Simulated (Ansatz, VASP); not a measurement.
**PdRu3Pt: VASP beside Ansatz**

INCAR

```
PREC = Accurate
ENCUT = 600
EDIFF = 1E-7
ISMEAR = 0
SIGMA = 0.1
LREAL = False
LASPH = True
NELM = 150
ALGO = Normal
ISIF = 3
LWAVE = False
LCHARG = False
ISPIN = 2
MAGMOM = 1.13 1.13 1.13 0.22 0.13
LORBIT = 11
LMAXMIX = 4
GGA = PE
IBRION = 2
NSW = 100
EDIFFG = -0.01
LUSENCCL = False
```

KPOINTS

```
Automatic mesh
0
Gamma
  8 8 8
```

POSCAR

```
PdRu3Pt
1.0
    4.6844775931      0.0000000000      0.0000000000
    0.0000000000      4.6844775931      0.0000000000
    0.0000000000      0.0000000000      4.6844775931
Ru Pd Pt
3 1 1
Direct
    0.0000000000      0.5000000000      0.5000000000
    0.5000000000      0.5000000000      0.0000000000
    0.5000000000      0.0000000000      0.5000000000
    0.0000000000      0.0000000000      0.0000000000
    0.5000000000      0.5000000000      0.5000000000
```

Input for Ansatz:

```yaml
crystal:
  lattice:
    - [4.6844775931, 0.0, 0.0]
    - [0.0, 4.6844775931, 0.0]
    - [0.0, 0.0, 4.6844775931]
  atoms:
    - { symbol: Ru, position: [0.0, 0.5, 0.5], spin: 1.13 }
    - { symbol: Ru, position: [0.5, 0.5, 0.0], spin: 1.13 }
    - { symbol: Ru, position: [0.5, 0.0, 0.5], spin: 1.13 }
    - { symbol: Pd, position: [0.0, 0.0, 0.0], spin: 0.22 }
    - { symbol: Pt, position: [0.5, 0.5, 0.5], spin: 0.13 }
basis:
  ecutwfc: 420
kpoints:
  mp_grid: { grid: [8, 8, 8] }
hamiltonian:
  xc: pbe
scf:
  occupations: { method: gaussian, width: 0.1 }
output:
  forces: true
  stress: true
  eigenvalues: true
  populations: true
  write_density: true
  write_potential: true
  elf: true
  volumetric_format: npy
magnetization:
  spin_polarized: true
relax:
  adjacent_minimum: "off"
  f_tol: 0.01
  max_steps: 80
  cell: { stress_tol: 0.05 }
```

Change from the starting cell: species swapped into the Mn3SnN type (Pm-3m, No. 221).

Alike in both runs: task relaxation of cell and atoms; functional PBE; k mesh 8 × 8 × 8; occupations gaussian, width 0.1 eV; collinear spin.

|  | VASP | Ansatz |
| --- | --- | --- |
| version | VASP 6.6.1 | Ansatz 0.2.0 |
| potentials or method | VASP PAW PBE potentials, release 64 (Ru_pv, Pd, Pt), cutoff 600 eV | scalar-relativistic, plane waves, PAW |
| valence electrons in the cell | 62 | 84 |

|  | VASP | Ansatz | Ansatz less VASP |
| --- | --- | --- | --- |
| gap on the k mesh at the Fermi level, each at its own relaxed structure (eV) | none | none | - |
| net moment per atom (μB) | 1.10 | 1.11 | +0.009 |
| size of the moment on the site where the two differ most (μB) | 1.60 | 1.43 | -0.170 |
| relaxed volume (Å³/atom) | 21.29 | 21.33 | +0.035 |
| relaxed cell length with the largest relative difference (Å) | 4.739 | 4.742 | +0.0026 |

Site moments also hang on the region over which each program counts them. A gap of «none» marks a metal or a gap that the smearing closes. VASP's potentials hold 62 valence electrons a cell and Ansatz's 84, so a difference there can come from the potentials and not from the codes.

Neither program's run includes spin-orbit coupling.
